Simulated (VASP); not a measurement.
# La2O3 (P-62m) in VASP: further runs

Runs on La2O3. Level: LDA. Tasks: single point.

All numbers are computed with VASP 6.6.1; they aren't measurements. Logs are shortened: lines on timing, memory, paths and dates and some standing lists are left out, and cuts for length are marked.

## 1. The cell of the first run

The structure is hexagonal, space group P-62m (No. 189). The conventional cell has a = 6.349 Å, b = 6.349 Å, c = 3.343 Å, α = 90.00°, β = 90.00°, γ = 120.00°. La (site symmetry -6) has 6 O at 2.48 Å and 2 La at 3.34 Å within 3.4 Å. O (site symmetry m2m) has 4 La at 2.48 Å and 6 O at 3.18 to 3.34 Å within 3.4 Å.

## 2. Single point, LDA

Input file INCAR:

```
SYSTEM = La2O3
  PREC = Accurate
  ENCUT = 520
  EDIFF = 1E-6
  ISMEAR = 0
  SIGMA = 0.01
  LREAL = .FALSE.
  LASPH = .TRUE.
  NELM = 60
  ALGO = Normal
  ISIF = 2
  LWAVE = .FALSE.
  LCHARG = .TRUE.
  LELF = .TRUE.
  LVHAR = .TRUE.
  NBANDS = 28
```

Input file KPOINTS:

```
Automatic mesh
0
G
  6 6 6
  0 0 0
```

Input file POSCAR:

```
La2O3
1.0
    6.3492470887      0.0000000000      0.0000000000
   -3.1746235443      5.4986085848      0.0000000000
    0.0000000000      0.0000000000      3.3431930059
La O
2 3
Direct
    0.3333333333      0.6666666667      0.5000000000
    0.6666666667      0.3333333333      0.5000000000
    0.4919900000      0.4919900000      0.0000000000
    0.0000000000      0.5080100000      0.0000000000
    0.5080100000      0.0000000000      0.0000000000
```

Potentials or basis: VASP PAW LDA potentials, release 64 (La, O).

Command:

```bash
$ cat potpaw_LDA.64/La/POTCAR potpaw_LDA.64/O/POTCAR > POTCAR
$ mpirun -np 1 vasp_std > vasp.out
```

OUTCAR:

```text
SYSTEM = La2O3
   PREC = Accurate
   ENCUT = 520
   EDIFF = 1E-6
   ISMEAR = 0
   LREAL = .FALSE.
   LASPH = .TRUE.
   NELM = 60
   ISIF = 2

 ion  position               nearest neighbor table
   1  0.333  0.667  0.500-   5 2.48   5 2.48   3 2.48   3 2.48   4 2.48   4 2.48   2 3.67   2 3.67
                             2 3.67
   2  0.667  0.333  0.500-   5 2.48   5 2.48   4 2.48   4 2.48   3 2.48   3 2.48   1 3.67   1 3.67
                             1 3.67
   3  0.492  0.492  0.000-   1 2.48   1 2.48   2 2.48   2 2.48
   4  0.000  0.508  0.000-   2 2.48   2 2.48   1 2.48   1 2.48
   5  0.508  0.000  0.000-   2 2.48   2 2.48   1 2.48   1 2.48

  LATTYP: Found a hexagonal cell.
 ALAT       =     6.3492470887
 C/A-ratio  =     0.5265495198

  Lattice vectors:

 A1 = (   6.3492470887,   0.0000000000,   0.0000000000)
 A2 = (  -3.1746235443,   5.4986085848,   0.0000000000)
 A3 = (   0.0000000000,   0.0000000000,   3.3431930059)

Analysis of symmetry for initial positions (statically):
=====================================================================
 Subroutine PRICEL returns:
 Original cell was already a primitive cell.

 Routine SETGRP: Setting up the symmetry group for a
 hexagonal supercell.

 Subroutine GETGRP returns: Found 12 space group operations
 (whereof 12 operations were pure point group operations)
 out of a pool of 24 trial point group operations.

The static configuration has the point symmetry D_3h.

Analysis of symmetry for dynamics (positions and initial velocities):
=====================================================================
 Subroutine PRICEL returns:
 Original cell was already a primitive cell.

 Routine SETGRP: Setting up the symmetry group for a
 hexagonal supercell.

 Subroutine GETGRP returns: Found 12 space group operations
 (whereof 12 operations were pure point group operations)
 out of a pool of 24 trial point group operations.

The dynamic configuration has the point symmetry D_3h.

 Subroutine INISYM returns: Found 12 space group operations
 (whereof 12 operations are pure point group operations),
 and found     1 'primitive' translations

----------------------------------------------------------------------------------------

                                     Primitive cell

  volume of cell :     116.7176

  direct lattice vectors                    reciprocal lattice vectors
     6.349247089  0.000000000  0.000000000     0.157498989  0.090932095  0.000000000
    -3.174623544  5.498608585  0.000000000     0.000000000  0.181864191  0.000000000
     0.000000000  0.000000000  3.343193006     0.000000000  0.000000000  0.299115246

  length of vectors
     6.349247089  6.349246492  3.343193006     0.181864174  0.181864191  0.299115246

  position of ions in fractional coordinates (direct lattice)
     0.333333333  0.666666667  0.500000000
     0.666666667  0.333333333  0.500000000
     0.491990000  0.491990000  0.000000000
     0.000000000  0.508010000  0.000000000
     0.508010000  0.000000000  0.000000000

  ion indices of the primitive-cell ions
   primitive index   ion index
                 1           1
                 2           2
                 3           3
                 4           4
                 5           5

----------------------------------------------------------------------------------------

 KPOINTS: Automatic mesh

Automatic generation of k-mesh.
 Grid dimensions read from file:
 generate k-points for:    6    6    6

 Generating k-lattice:

  Cartesian coordinates                     Fractional coordinates (reciprocal lattice)
     0.026249832  0.015155349  0.000000000     0.166666667  0.000000000  0.000000000
     0.000000000  0.030310698  0.000000000     0.000000000  0.166666667  0.000000000
     0.000000000  0.000000000  0.049852541     0.000000000  0.000000000  0.166666667

  Length of vectors
     0.030310696  0.030310698  0.049852541

  Shift w.r.t. Gamma in fractional coordinates (k-lattice)
     0.000000000  0.000000000  0.000000000

 Subroutine IBZKPT returns following result:
 ===========================================

 Found     28 irreducible k-points:

 Following reciprocal coordinates:
            Coordinates               Weight
  0.000000  0.000000  0.000000      1.000000
  0.166667  0.000000  0.000000      6.000000
  0.333333  0.000000  0.000000      6.000000
  0.500000  0.000000  0.000000      3.000000
  0.166667  0.166667  0.000000      6.000000
  0.333333  0.166667  0.000000     12.000000
[... 16 lines left out ...]
  0.166667  0.000000  0.500000      6.000000
  0.333333  0.000000  0.500000      6.000000
 [... further k-points ...]
   k-points           NKPTS =     28   k-points in BZ     NKDIM =     28   number of bands    NBANDS=     28
   number of dos      NEDOS =    301   number of ions     NIONS =      5
   total plane-waves  NPLWV =  64512
   dimension x,y,z NGX =    48 NGY =   48 NGZ =   28
   dimension x,y,z NGXF=    96 NGYF=   96 NGZF=   56
   ions per type =               2   3
   NGX,Y,Z   is equivalent  to a cutoff of  12.57, 12.57, 13.92 a.u.
   NGXF,Y,Z  is equivalent  to a cutoff of  25.14, 25.14, 27.85 a.u.
 SYSTEM =  La2O3
   PREC   = accura    normal or accurate (medium, high low for compatibility)
   ISTART =      0    job   : 0-new  1-cont  2-samecut
   ICHARG =      2    charge: 1-file 2-atom 10-const
   ISPIN  =      1    spin polarized calculation?
   LNONCOLLINEAR =      F non collinear calculations
   LSORBIT =      F    spin-orbit coupling
   LASPH  =      T    aspherical Exc in radial PAW
   ENCUT  =  520.0 eV  38.22 Ry    6.18 a.u.  11.81 11.81  6.22*2*pi/ulx,y,z
   NELM   =     60;   NELMIN=  2; NELMDL= -5     # of ELM steps
   EDIFF  = 0.1E-05   stopping-criterion for ELM
   LREAL  =      F    real-space projection
   EDIFFG = 0.1E-04   stopping-criterion for IOM
   NSW    =      0    number of steps for IOM
   IBRION =     -1    ionic relax: 0-MD 1-quasi-New 2-CG
   NFREE  =      0    steps in history (QN), initial steepest desc. (CG)
   ISIF   =      2    stress and relaxation
   ISYM   =      2    0-nonsym 1-usesym 2-fastsym
   POTIM  = 0.5000    time-step for ionic-motion
   TEBEG  =    0.0;   TEEND  =   0.0 temperature during run
   PSTRESS=    0.0 pullay stress
   NELECT =      40.0000    total number of electrons
   NUPDOWN=      -1.0000    fix difference up-down
   EMIN   =  10.00;   EMAX   =-10.00  energy-range for DOS
   EFERMI =   0.00;   METHOD = LEGACY
   ISMEAR =     0;   SIGMA  =   0.01  broadening in eV -4-tet -1-fermi 0-gaus
   EFERMI_NEDOS =   21; number of points for ismear=-14 and -15
   IALGO  =     38    algorithm
   IMIX   =      4    mixing-type and parameters
     AMIX     =   0.40;   BMIX     =  1.00
     AMIX_MAG =   1.60;   BMIX_MAG =  1.00
  volume/ion in A,a.u.               =      23.34       157.53
  Fermi-wavevector in a.u.,A,eV,Ry     =   1.145643  2.164951 17.857620  1.312498
  Thomas-Fermi vector in A             =   2.282331
   LORBIT       =      0    0 simple, 1 ext, 2 COOP (PROOUT), +10 PAW based schemes
   GGA     = CA    functional components
   LHFCALC =     F    Hartree Fock is set to
   AEXX    =    0.0000 exact exchange contribution
   IVDW    =     0    specifies the selected vdW correction
   LEPSILON=     F    determine dielectric tensor
   LRPA    =     F    only Hartree local field effects (RPA)
 non-spin polarized calculation
 Gauss-broadening in eV      SIGMA  =   0.01
  energy-cutoff  :      520.00
  volume of cell :      116.72
 maximum number of plane-waves:      3164
 NGX is ok and might be reduce to    48
   NGX = 23   NGY = 23   NGZ = 13

 number of electron      40.0000000 magnetization

 Free energy of the ion-electron system (eV)
  ---------------------------------------------------
  ext. energy  EPLUGINS =         0.00000000
  ---------------------------------------------------
  free energy    TOTEN  =       -44.25528049 eV

  energy without entropy =      -44.25528049  energy(sigma->0) =      -44.25528049

 E-fermi :   2.7933     XC(G=0):  -8.6666

 val. band max:        2.6451547113   @ k =   0.0000   0.0000   0.5000
 cond. band min:       4.2221127317   @ k =   0.0000   0.0000   0.0000
 fundamental gap:      1.5769580204
 Fermi energy:         2.7933058858

 k-point     1 :       0.0000    0.0000    0.0000
  band No.  band energies     occupation
      1     -27.6989      2.00000
      2     -27.5061      2.00000
      3     -14.3188      2.00000
      4     -14.3188      2.00000
      5     -12.6963      2.00000
      6     -11.2668      2.00000
[... 20 lines left out ...]
     27       7.2307      0.00000
     28       7.2456      0.00000

 k-point     2 :       0.1667    0.0000    0.0000
  band No.  band energies     occupation
      1     -27.6879      2.00000
      2     -27.5179      2.00000
      3     -14.3230      2.00000
      4     -14.2540      2.00000
      5     -12.8699      2.00000
      6     -11.2487      2.00000
[... 20 lines left out ...]
     27       7.2400      0.00000
     28       7.2408      0.00000

 k-point     3 :       0.3333    0.0000    0.0000
  band No.  band energies     occupation
      1     -27.6592      2.00000
      2     -27.5479      2.00000
      3     -14.3314      2.00000
      4     -14.0806      2.00000
      5     -13.2080      2.00000
      6     -11.2117      2.00000
[... 20 lines left out ...]
     27       7.2631      0.00000
     28       7.2686      0.00000

 k-point     4 :       0.5000    0.0000    0.0000
  band No.  band energies     occupation
      1     -27.6360      2.00000
      2     -27.5718      2.00000
      3     -14.3355      2.00000
      4     -13.9363      2.00000
      5     -13.4192      2.00000
      6     -11.1927      2.00000
[... 578 lines left out ...]
     27       6.9719      0.00000
     28       6.9721      0.00000

 k-point    23 :       0.1667    0.0000    0.5000
  band No.  band energies     occupation
      1     -27.3974      2.00000
      2     -27.2682      2.00000
      3     -14.9385      2.00000
      4     -13.3055      2.00000
      5     -12.8343      2.00000
      6     -11.9201      2.00000
[... 20 lines left out ...]
     27       7.0334      0.00000
     28       7.0353      0.00000

 k-point    24 :       0.3333    0.0000    0.5000
  band No.  band energies     occupation
      1     -27.3754      2.00000
      2     -27.2908      2.00000
      3     -14.7674      2.00000
      4     -13.8201      2.00000
      5     -12.8352      2.00000
      6     -11.7127      2.00000
[... 20 lines left out ...]
     27       7.0890      0.00000
     28       7.1707      0.00000

 [... further k-points ...]

------------------------ aborting loop because EDIFF is reached ----------------------------------------

  FORCE on cell =-STRESS in cart. coord.  units (eV):
  Direction    XX          YY          ZZ          XY          YZ          ZX
  --------------------------------------------------------------------------------------
  -------------------------------------------------------------------------------------
  Total       -3.2720071     -3.2720063     -7.9063276     -0.0000000      0.0000000      0.0000000
  in kB      -44.9146833    -44.9146721   -108.5297756     -0.0000000      0.0000000      0.0000000
  external PRESSURE =     -66.1197103 kB  Pullay stress =       0.0000000 kB

 VOLUME and BASIS-vectors are now :
 -----------------------------------------------------------------------------
  energy-cutoff  :      520.00
  volume of cell :      116.72
      direct lattice vectors                 reciprocal lattice vectors
     6.349247089  0.000000000  0.000000000     0.157498989  0.090932095  0.000000000
    -3.174623544  5.498608585  0.000000000     0.000000000  0.181864191  0.000000000
     0.000000000  0.000000000  3.343193006     0.000000000  0.000000000  0.299115246

 POSITION                                       TOTAL-FORCE (eV/Angst)
 -----------------------------------------------------------------------------------
     -0.00000      3.66574      1.67160         0.000000     -0.000000      0.000000
      3.17462      1.83287      1.67160        -0.000000     -0.000000      0.000000
      1.56188      2.70526      0.00000         0.045366      0.078576     -0.000000
     -1.61274      2.79335      0.00000         0.045366     -0.078576      0.000000
      3.22548      0.00000      0.00000        -0.090732     -0.000000     -0.000000
 -----------------------------------------------------------------------------------
    total drift:                                0.000001     -0.000001      0.000000

  FREE ENERGIE OF THE ION-ELECTRON SYSTEM (eV)
  ---------------------------------------------------
  free  energy   TOTEN  =       -44.2552804919 eV

  energy  without entropy=      -44.2552804919  energy(sigma->0) =      -44.25528049
```

Run time: 96 s. Hardware: 1 thread of Intel Xeon Platinum 8488C (Sapphire Rapids), shared host; peak memory 0.25 GiB.

Results:

```yaml
Free_energy: -44.2553 eV
Pressure: -6.6 GPa
Largest_force: 0.091 eV/Å
Band_gap_on_the_k_mesh: 1.58 eV (least direct gap 1.98 eV)
```

Forces in eV/Å, atoms in the order of the input:
```
La   0.000  0.000  0.000
La   0.000  0.000  0.000
O    0.045  0.079  0.000
O    0.045 -0.079  0.000
O   -0.091  0.000  0.000
```

Caveat: the cell stands under tension; spin-orbit coupling is left out, which moves the levels of the heavy elements.

(Part 1 of 2 ends here.)
